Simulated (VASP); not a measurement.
# WAu (F-43m) in VASP: a series of runs

The runs below take WAu through single point, relaxation of cell and atoms, with BLYP+D3(BJ), PBE+D3(BJ), PBE+D4.

Program: VASP 6.6.1. These are calculated values, not measurements. Logs are shortened: lines on timing, memory, paths and dates and some standing lists are left out, and cuts for length are marked.

## Step 1: The cell of the first run

The structure is cubic, space group F-43m (No. 216). Conventional cell: a = 5.774 Å, b = 5.774 Å, c = 5.774 Å, α = 90.00°, β = 90.00°, γ = 90.00°. Within 3.3 Å of W (site symmetry -43m) lie 4 Au at 2.50 Å. Au (site symmetry -43m) has 4 W at 2.50 Å within 3.3 Å.

## Step 2: Single point, BLYP+D3(BJ)

INCAR reads:

```
  PREC = Accurate
  ENCUT = 520
  EDIFF = 1E-6
  ISMEAR = -1
  SIGMA = 0.05
  LREAL = False
  LASPH = True
  NELM = 60
  ALGO = Fast
  ISIF = 2
  LWAVE = False
  LCHARG = False
  GGA = B5
  ALDAX = 1.0
  AGGAX = 1.0
  AGGAC = 1.0
  ALDAC = 0.0
  IVDW = 12
  VDW_S6 = 1.0
  VDW_S8 = 2.6996
  VDW_A1 = 0.4298
  VDW_A2 = 4.2359
  NBANDS = 20
```

KPOINTS reads:

```
regular mesh
0
Gamma
  8 8 8
```

POSCAR reads:

```
WAu
1.0
    0.0000000000      2.8867609189      2.8867609189
    2.8867609189      0.0000000000      2.8867609189
    2.8867609189      2.8867609189      0.0000000000
W Au
1 1
Direct
    0.0000000000      0.0000000000      0.0000000000
    0.7500000000      0.7500000000      0.7500000000
```

Potentials or basis: VASP PAW PBE potentials, release 64 (W_sv, Au).

On the command line:

```console
$ cat potpaw_PBE.64/W_sv/POTCAR potpaw_PBE.64/Au/POTCAR > POTCAR
$ mpirun -np 1 vasp_std > vasp.out
```

OUTCAR:

```text
PREC = Accurate
   ENCUT = 520
   EDIFF = 1E-6
   ISMEAR = -1
   LREAL = False
   LASPH = True
   NELM = 60
   ISIF = 2
   GGA = B5
   IVDW = 12
 IVDW          = 12

 ion  position               nearest neighbor table
   1  0.000  0.000  0.000-   2 2.50   2 2.50   2 2.50   2 2.50
   2  0.750  0.750  0.750-   1 2.50   1 2.50   1 2.50   1 2.50

  LATTYP: Found a face centered cubic cell.
 ALAT       =     5.7735218378

  Lattice vectors:

 A1 = (   0.0000000000,   2.8867609189,   2.8867609189)
 A2 = (   2.8867609189,   0.0000000000,   2.8867609189)
 A3 = (   2.8867609189,   2.8867609189,   0.0000000000)

Analysis of symmetry for initial positions (statically):
=====================================================================
 Subroutine PRICEL returns:
 Original cell was already a primitive cell.

 Routine SETGRP: Setting up the symmetry group for a
 face centered cubic supercell.

 Subroutine GETGRP returns: Found 24 space group operations
 (whereof 24 operations were pure point group operations)
 out of a pool of 48 trial point group operations.

The static configuration has the point symmetry T_d .

Analysis of symmetry for dynamics (positions and initial velocities):
=====================================================================
 Subroutine PRICEL returns:
 Original cell was already a primitive cell.

 Routine SETGRP: Setting up the symmetry group for a
 face centered cubic supercell.

 Subroutine GETGRP returns: Found 24 space group operations
 (whereof 24 operations were pure point group operations)
 out of a pool of 48 trial point group operations.

The dynamic configuration has the point symmetry T_d .

 Subroutine INISYM returns: Found 24 space group operations
 (whereof 24 operations are pure point group operations),
 and found     1 'primitive' translations

----------------------------------------------------------------------------------------

                                     Primitive cell

  volume of cell :      48.1130

  direct lattice vectors                    reciprocal lattice vectors
     0.000000000  2.886760919  2.886760919    -0.173204506  0.173204506  0.173204506
     2.886760919  0.000000000  2.886760919     0.173204506 -0.173204506  0.173204506
     2.886760919  2.886760919  0.000000000     0.173204506  0.173204506 -0.173204506

  length of vectors
     4.082496443  4.082496443  4.082496443     0.299999005  0.299999005  0.299999005

  position of ions in fractional coordinates (direct lattice)
     0.000000000  0.000000000  0.000000000
     0.750000000  0.750000000  0.750000000

  ion indices of the primitive-cell ions
   primitive index   ion index
                 1           1
                 2           2

----------------------------------------------------------------------------------------

 KPOINTS: regular mesh

Automatic generation of k-mesh.
 Grid dimensions read from file:
 generate k-points for:    8    8    8

 Generating k-lattice:

  Cartesian coordinates                     Fractional coordinates (reciprocal lattice)
    -0.021650563  0.021650563  0.021650563     0.125000000  0.000000000  0.000000000
     0.021650563 -0.021650563  0.021650563     0.000000000  0.125000000  0.000000000
     0.021650563  0.021650563 -0.021650563     0.000000000  0.000000000  0.125000000

  Length of vectors
     0.037499876  0.037499876  0.037499876

  Shift w.r.t. Gamma in fractional coordinates (k-lattice)
     0.000000000  0.000000000  0.000000000

 Subroutine IBZKPT returns following result:
 ===========================================

 Found     29 irreducible k-points:

 Following reciprocal coordinates:
            Coordinates               Weight
  0.000000  0.000000  0.000000      1.000000
  0.125000  0.000000  0.000000      8.000000
  0.250000  0.000000  0.000000      8.000000
  0.375000  0.000000  0.000000      8.000000
  0.500000  0.000000  0.000000      4.000000
  0.125000  0.125000  0.000000      6.000000
[... 16 lines left out ...]
  0.500000  0.250000  0.125000     48.000000
 -0.375000  0.250000  0.125000     24.000000
 [... further k-points ...]
   k-points           NKPTS =     29   k-points in BZ     NKDIM =     29   number of bands    NBANDS=     20
   number of dos      NEDOS =    301   number of ions     NIONS =      2
   total plane-waves  NPLWV =  27000
   dimension x,y,z NGX =    30 NGY =   30 NGZ =   30
   dimension x,y,z NGXF=    60 NGYF=   60 NGZF=   60
   ions per type =               1   1
   NGX,Y,Z   is equivalent  to a cutoff of  12.22, 12.22, 12.22 a.u.
   NGXF,Y,Z  is equivalent  to a cutoff of  24.43, 24.43, 24.43 a.u.
 SYSTEM =  unknown system
   PREC   = accura    normal or accurate (medium, high low for compatibility)
   ISTART =      0    job   : 0-new  1-cont  2-samecut
   ICHARG =      2    charge: 1-file 2-atom 10-const
   ISPIN  =      1    spin polarized calculation?
   LNONCOLLINEAR =      F non collinear calculations
   LSORBIT =      F    spin-orbit coupling
   LASPH  =      T    aspherical Exc in radial PAW
   ENCUT  =  520.0 eV  38.22 Ry    6.18 a.u.   7.59  7.59  7.59*2*pi/ulx,y,z
   NELM   =     60;   NELMIN=  2; NELMDL= -5     # of ELM steps
   EDIFF  = 0.1E-05   stopping-criterion for ELM
   LREAL  =      F    real-space projection
   EDIFFG = 0.1E-04   stopping-criterion for IOM
   NSW    =      0    number of steps for IOM
   IBRION =     -1    ionic relax: 0-MD 1-quasi-New 2-CG
   NFREE  =      0    steps in history (QN), initial steepest desc. (CG)
   ISIF   =      2    stress and relaxation
   ISYM   =      2    0-nonsym 1-usesym 2-fastsym
   POTIM  = 0.5000    time-step for ionic-motion
   TEBEG  =    0.0;   TEEND  =   0.0 temperature during run
   PSTRESS=    0.0 pullay stress
   NELECT =      25.0000    total number of electrons
   NUPDOWN=      -1.0000    fix difference up-down
   EMIN   =  10.00;   EMAX   =-10.00  energy-range for DOS
   EFERMI =   0.00;   METHOD = LEGACY
   ISMEAR =    -1;   SIGMA  =   0.05  broadening in eV -4-tet -1-fermi 0-gaus
   EFERMI_NEDOS =   21; number of points for ismear=-14 and -15
   IALGO  =     68    algorithm
   IMIX   =      4    mixing-type and parameters
     AMIX     =   0.40;   BMIX     =  1.00
     AMIX_MAG =   1.60;   BMIX_MAG =  1.00
  volume/ion in A,a.u.               =      24.06       162.34
  Fermi-wavevector in a.u.,A,eV,Ry     =   1.316136  2.487136 23.568193  1.732213
  Thomas-Fermi vector in A             =   2.446269
   LORBIT       =      0    0 simple, 1 ext, 2 COOP (PROOUT), +10 PAW based schemes
   GGA     = B5    functional components
   LHFCALC =     F    Hartree Fock is set to
   AEXX    =    0.0000 exact exchange contribution
   IVDW    =    12    specifies the selected vdW correction
   LEPSILON=     F    determine dielectric tensor
   LRPA    =     F    only Hartree local field effects (RPA)
 non-spin polarized calculation
 RMM-DIIS sequential band-by-band and
  energy-cutoff  :      520.00
  volume of cell :       48.11
 maximum number of plane-waves:      1314
   NGX = 15   NGY = 15   NGZ = 15

 number of electron      25.0000000 magnetization

 Free energy of the ion-electron system (eV)
  ---------------------------------------------------
  ext. energy  EPLUGINS =         0.00000000
  ---------------------------------------------------
  free energy    TOTEN  =       -10.58509581 eV

  energy without entropy =      -10.56650434  energy(sigma->0) =      -10.57580008

 E-fermi :   6.4315     XC(G=0): -10.1212

 val. band max:        6.4129301870   @ k =   0.5000   0.2500   0.0000
 cond. band min:       6.4649662705   @ k =   0.3750   0.2500   0.0000
 fundamental gap:      0.0520360835
 Fermi energy:         6.4314807141

 k-point     1 :       0.0000    0.0000    0.0000
  band No.  band energies     occupation
      1     -67.4118      2.00000
      2     -31.8769      2.00000
      3     -31.8769      2.00000
      4     -31.8769      2.00000
      5      -1.1551      2.00000
      6       0.5437      2.00000
[... 12 lines left out ...]
     19      17.8206      0.00000
     20      17.8950      0.00000

 k-point     2 :       0.1250    0.0000    0.0000
  band No.  band energies     occupation
      1     -67.4117      2.00000
      2     -31.8791      2.00000
      3     -31.8768      2.00000
      4     -31.8768      2.00000
      5      -0.9202      2.00000
      6       0.4493      2.00000
[... 12 lines left out ...]
     19      17.2399      0.00000
     20      17.7460      0.00000

 k-point     3 :       0.2500    0.0000    0.0000
  band No.  band energies     occupation
      1     -67.4113      2.00000
      2     -31.8845      2.00000
      3     -31.8764      2.00000
      4     -31.8764      2.00000
      5      -0.3393      2.00000
      6       0.4076      2.00000
[... 12 lines left out ...]
     19      15.9035      0.00000
     20      18.1986      0.00000

 k-point     4 :       0.3750    0.0000    0.0000
  band No.  band energies     occupation
      1     -67.4109      2.00000
      2     -31.8898      2.00000
      3     -31.8761      2.00000
      4     -31.8761      2.00000
      5       0.0513      2.00000
      6       0.4822      2.00000
[... 12 lines left out ...]
     19      15.3741      0.00000
     20      18.8172      0.00000

 k-point     5 :       0.5000    0.0000    0.0000
  band No.  band energies     occupation
      1     -67.4107      2.00000
      2     -31.8920      2.00000
      3     -31.8760      2.00000
      4     -31.8760      2.00000
      5       0.0975      2.00000
      6       0.5854      2.00000
[... 12 lines left out ...]
     19      15.2785      0.00000
     20      18.9132      0.00000
[... 353 lines left out ...]
      6       0.3348      2.00000
[... 12 lines left out ...]
     19      16.1734      0.00000
     20      16.6893      0.00000

 k-point    22 :       0.3750    0.2500    0.1250
  band No.  band energies     occupation
      1     -67.4110      2.00000
      2     -31.8873      2.00000
      3     -31.8774      2.00000
      4     -31.8762      2.00000
      5       0.0359      2.00000
      6       0.2396      2.00000
[... 12 lines left out ...]
     19      16.5401      0.00000
     20      17.4935      0.00000

 k-point    23 :       0.5000    0.2500    0.1250
  band No.  band energies     occupation
      1     -67.4106      2.00000
      2     -31.8898      2.00000
      3     -31.8789      2.00000
      4     -31.8759      2.00000
      5       0.1716      2.00000
      6       0.2563      2.00000
[... 12 lines left out ...]
     19      16.6002      0.00000
     20      18.8766      0.00000

 k-point    24 :      -0.3750    0.2500    0.1250
  band No.  band energies     occupation
      1     -67.4105      2.00000
      2     -31.8906      2.00000
      3     -31.8796      2.00000
      4     -31.8758      2.00000
      5       0.1530      2.00000
      6       0.3263      2.00000
[... 12 lines left out ...]
     19      16.5538      0.00000
     20      19.4889      0.00000

 [... further k-points ...]

------------------------ aborting loop because EDIFF is reached ----------------------------------------

 Edisp (eV)   -2.62915

 E8    (eV) :    -2.0321

  FORCE on cell =-STRESS in cart. coord.  units (eV):
  Direction    XX          YY          ZZ          XY          YZ          ZX
  --------------------------------------------------------------------------------------
  -------------------------------------------------------------------------------------
  Total       0.28599     0.28599     0.28599     0.00000     0.00000     0.00000
  in kB       9.52341     9.52341     9.52341     0.00000     0.00000     0.00000
  external pressure =        9.52 kB  Pullay stress =        0.00 kB

 VOLUME and BASIS-vectors are now :
 -----------------------------------------------------------------------------
  energy-cutoff  :      520.00
  volume of cell :       48.11
      direct lattice vectors                 reciprocal lattice vectors
     0.000000000  2.886760919  2.886760919    -0.173204506  0.173204506  0.173204506
     2.886760919  0.000000000  2.886760919     0.173204506 -0.173204506  0.173204506
     2.886760919  2.886760919  0.000000000     0.173204506  0.173204506 -0.173204506

 POSITION                                       TOTAL-FORCE (eV/Angst)
 -----------------------------------------------------------------------------------
      0.00000      0.00000      0.00000        -0.000000     -0.000000     -0.000000
      4.33014      4.33014      4.33014         0.000000      0.000000      0.000000
 -----------------------------------------------------------------------------------
    total drift:                                0.000001      0.000001      0.000001

  FREE ENERGIE OF THE ION-ELECTRON SYSTEM (eV)
  ---------------------------------------------------
  free  energy   TOTEN  =       -13.2142409401 eV

  energy  without entropy=      -13.1956494687  energy(sigma->0) =      -13.20494520
```

Wall time 39 s (1 thread of Intel Xeon Platinum 8259CL at 2.50GHz (Skylake/Cascade Lake), shared host); peak memory 0.19 GiB.

Results:

```
Free energy                : -13.2142 eV
Pressure                   : 1.0 GPa
Dispersion energy per atom : -1.315 eV
```

Caveat: the PAW data sets were made with another functional, which shifts forces and pressure a little; spin-orbit coupling is left out, which moves the levels of the heavy elements; pairwise dispersion overbinds metals, which lowers pressure and volume.

(Continued in part 2 of 2.)
